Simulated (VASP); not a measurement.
A run of VASP 6.6.1 is set up as follows.

Contents of INCAR:

```
SYSTEM = MoS2
PREC = Accurate ; ENCUT = 520
EDIFF = 1E-6 ; ISMEAR = 0
SIGMA = 0.05 ; LREAL = .False.
LASPH = .True. ; NELM = 150
ALGO = Normal ; ISIF = 2
LWAVE = .False. ; LCHARG = .False.
ISPIN = 2 ; MAGMOM = 2 0 0
LORBIT = 11 ; LMAXMIX = 4
LDAU = .True. ; LDAUTYPE = 1
LDAUL = 2 -1 ; LDAUU = 5 0
LDAUJ = 0.5 0 ; LDAUPRINT = 1
NBANDS = 24
```

Contents of KPOINTS:

```
Automatic mesh
0
Gamma
  6 6 4
  0 0 0
```

File POSCAR:

```
MoS2
1.0
    3.5639467600      0.0000000000      0.0000000000
   -1.7819733800      3.0864684300      0.0000000000
    0.0000000000      0.0000000000      5.7493858200
Mo S
1 2
Direct
    0.0000000000      0.0000000000      0.0000000000
    0.3333333333      0.6666666667      0.2520000000
    0.6666666667      0.3333333333      0.7480000000
```

Potentials or basis: VASP PAW LDA potentials, release 64 (Mo_sv, S).

Launch:

```bash
$ cat potpaw_LDA.64/Mo_sv/POTCAR potpaw_LDA.64/S/POTCAR > POTCAR
$ mpirun -np 1 vasp_std > vasp.out
```

(1) What does it give for the site moments?

(2) What does it give for the band gap on the k mesh?

Answers

(1) Mo +2.16; S -0.14 μB.

(2) zero (filled and empty bands overlap).
